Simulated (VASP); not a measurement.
A run of VASP 6.6.1 is set up as follows.

File INCAR:

```
SYSTEM = WC
ALGO = Normal ; EDIFF = 1E-6
ENCUT = 520 ; GGA = PE
ISIF = 2 ; ISMEAR = 0
LASPH = .True. ; LCHARG = .True.
LELF = .True. ; LREAL = .False.
LVHAR = .True. ; LWAVE = .False.
NBANDS = 16 ; NELM = 100
PREC = Accurate ; SIGMA = 0.017
```

File KPOINTS:

```
k-points
0
Gamma
  10 10 6
  0 0 0
```

POSCAR

```
WC
1.0
    1.6403461100     -2.1180379000      0.0000000000
    1.6403461100      2.1180379000      0.0000000000
    0.0000000000      0.0000000000      4.3094211000
W C
1 1
Direct
    0.5000000000      0.5000000000      0.5000000000
    0.0000000000      0.0000000000      0.0000000000
```

Potentials or basis: VASP PAW PBE potentials, release 64 (W_sv, C).

The run is started by

```bash
$ cat potpaw_PBE.64/W_sv/POTCAR potpaw_PBE.64/C/POTCAR > POTCAR
$ mpirun -np 1 vasp_std > vasp.out
```

Question: Predict the band gap on the k mesh.

Answer: Zero (bands 9 and 10 overlap by 4.08 eV).

Question: What does it give for the pressure?

Answer: -31.9 GPa.

Stress tensor (GPa, compression positive):
```
-34.92   0.00   0.00
  0.00  -1.92   0.00
  0.00   0.00 -58.72
```

Caveat: the stress differs along the axes, from -59 to -2 GPa; spin-orbit coupling is left out, which moves the levels of the heavy elements.
